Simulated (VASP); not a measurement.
The system is C.

```
C
1.0
     0.00000    1.77690    1.77690
     1.77690    0.00000    1.77690
     1.77690    1.77690    0.00000
C
2
Cartesian
  0.0000 0.0000 0.0000
  0.8885 0.8885 0.8885
```

Base run:

* Program: VASP 6.6.1
* Functional: PBEsol
* Potentials or basis: VASP PAW PBE potentials, release 64 (C)
* Cutoff: 520 eV
* k mesh: 11 × 11 × 11
* Occupations: fermi-dirac, width 0.05 eV
* Spin: no spin polarisation

Its results: band gap on the k mesh 4.03 eV, indirect (least direct gap 5.57 eV); pressure 1.1 GPa.

The run is repeated on the same cell with these changes: functional from PBEsol to PBE; cutoff from 520 eV to 600 eV. What comes out?

Band gap on the k mesh 4.15 eV, indirect (least direct gap 5.62 eV); pressure 6.7 GPa.

PBE binds less tightly than PBEsol, so the same cell stands under more pressure.

Caveats: the PAW data sets were made with another functional, which shifts forces and pressure a little (some runs).

A k mesh can miss the band edges.
